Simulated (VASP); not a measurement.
Input of a VASP 6.6.1 run:

Contents of INCAR:

```
SYSTEM = SnO2
  PREC = Accurate
  ENCUT = 600
  EDIFF = 1E-7
  ISMEAR = 0
  SIGMA = 0.1
  LREAL = .False.
  LASPH = .True.
  NELM = 60
  ALGO = Normal
  ISIF = 3
  LWAVE = .False.
  LCHARG = .False.
  GGA = PE
  IBRION = 2
  NSW = 100
  EDIFFG = -0.01
```

KPOINTS

```
Automatic mesh
0
Gamma
  10 10 10
  0 0 0
```

File POSCAR:

```
SnO2
1.0
    0.0000000000      3.3821943921      3.3821943921
    3.3821943921      0.0000000000      3.3821943921
    3.3821943921      3.3821943921      0.0000000000
Sn O
2 4
Direct
    0.5000000000      0.5000000000      0.5000000000
    0.7500000000      0.7500000000      0.7500000000
    0.1250000000      0.1250000000      0.1250000000
    0.6250000000      0.1250000000      0.1250000000
    0.1250000000      0.1250000000      0.6250000000
    0.1250000000      0.6250000000      0.1250000000
```

Potentials or basis: VASP PAW PBE potentials, release 64 (Sn_d, O).

Launch:

```console
$ cat potpaw_PBE.64/Sn_d/POTCAR potpaw_PBE.64/O/POTCAR > POTCAR
$ mpirun -np 1 vasp_std > vasp.out
```

Question: Predict the relaxed cell.

Answer: a = 4.779 Å, b = 4.779 Å, c = 4.779 Å, α = 60.00°, β = 60.00°, γ = 60.00°.

Question: What does it give for the relaxed volume?

Answer: 12.86 Å³/atom.

Question: Estimate the space group after relaxing (to 0.1 Å).

Answer: Fd-3m (No. 227).

Question: Estimate the band gap on the k mesh.

Answer: Zero (bands 26 and 27 overlap by 0.44 eV).

Step by step:
| step | energy change (eV) | largest force (eV/Å) | pressure (GPa) | volume (Å³) |
| --- | --- | --- | --- | --- |
| 1 | 0.0000 | 0.0000 | -0.24 | 77.38 |
| 2 | -0.0001 | 0.0000 | 0.04 | 77.16 |

Caveat: semilocal functionals underestimate gaps, so a narrow gap can read as zero; spin-orbit coupling is left out, which moves the levels of the heavy elements.
